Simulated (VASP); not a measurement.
Runs of VASP 6.6.1 on SnTe. The structure is that of space group Fm-3m (No. 225), or close to it. The cells are those of the table. 

```csv
cell,gap on the mesh (eV),pressure (GPa)
"a = 4.509, b = 4.464 Å, angles 60.3, 59.3, 60.3°, 2 atoms",0.09,-1.4
"a = 4.431, b = 4.464 Å, angles 59.8, 60.5, 59.8°, 2 atoms",0.19,0.2
"a = 4.420, b = 4.464 Å, angles 59.7, 60.7, 59.7°, 2 atoms",(a),(c)
"a = 4.475, b = 4.464 Å, angles 60.1, 59.8, 60.1°, 2 atoms",(b),-0.8
"a = 4.503, b = 4.464 Å, angles 60.3, 59.4, 60.3°, 2 atoms",0.09,-1.3
"a = 4.498, b = 4.464 Å, angles 60.2, 59.5, 60.2°, 2 atoms",0.10,-1.2
"a = 4.453, b = 4.464 Å, angles 59.9, 60.2, 59.9°, 2 atoms",0.14,-0.3
"a = 4.486, b = 4.464 Å, angles 60.2, 59.7, 60.2°, 2 atoms",0.10,-1.0
"a = 4.442, b = 4.464 Å, angles 59.8, 60.3, 59.8°, 2 atoms",0.16,-0.1
```

Alike in all rows: task single point; level PBEsol; potentials or basis VASP PAW PBE potentials, release 64 (Sn_d, Te); no spin polarisation; k mesh 10 × 10 × 10; cutoff (eV) 520; smearing gaussian 0.03 eV.

Q: Fill in the values left out.

A: (a) 0.21; (b) 0.11; (c) 0.4.

Caveats: the PAW data sets were made with another functional, which shifts forces and pressure a little; spin-orbit coupling is left out, which moves the levels of the heavy elements.

A k mesh can miss the band edges, and the runs leave out spin-orbit coupling on Sn, Te.
